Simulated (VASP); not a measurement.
Runs of VASP 6.6.1 on Si. The structure is that of space group I4_1/amd (No. 141), or close to it. The cells are those of the table. 

```tsv
cell	gap on the mesh (eV)	pressure (GPa)
a = 4.012, b = 4.012, c = 3.840 Å, angles 61.4, 61.4, 57.2°, 2 atoms	(c)	-7.8
a = 3.699, b = 3.699, c = 3.840 Å, angles 58.7, 58.7, 62.5°, 2 atoms	none	(b)
a = 3.653, b = 3.653, c = 3.840 Å, angles 58.3, 58.3, 63.4°, 2 atoms	none	9.7
a = 3.745, b = 3.745, c = 3.840 Å, angles 59.2, 59.2, 61.7°, 2 atoms	none	(a)
a = 4.037, b = 4.037, c = 3.840 Å, angles 61.6, 61.6, 56.8°, 2 atoms	0.12	-8.5
a = 3.987, b = 3.987, c = 3.840 Å, angles 61.2, 61.2, 57.6°, 2 atoms	0.21	-7.1
```

Alike in all rows: task single point; level LDA; potentials or basis VASP PAW LDA potentials, release 64 (Si); no spin polarisation; k mesh 12 × 12 × 12; cutoff (eV) 520; smearing gaussian 0.05 eV.

Task: Estimate the missing entries.

Result: (a) 3.6; (b) 6.5; (c) 0.17.

A k mesh can miss the band edges.

A gap of «none» marks levels without a gap at the run's occupations.
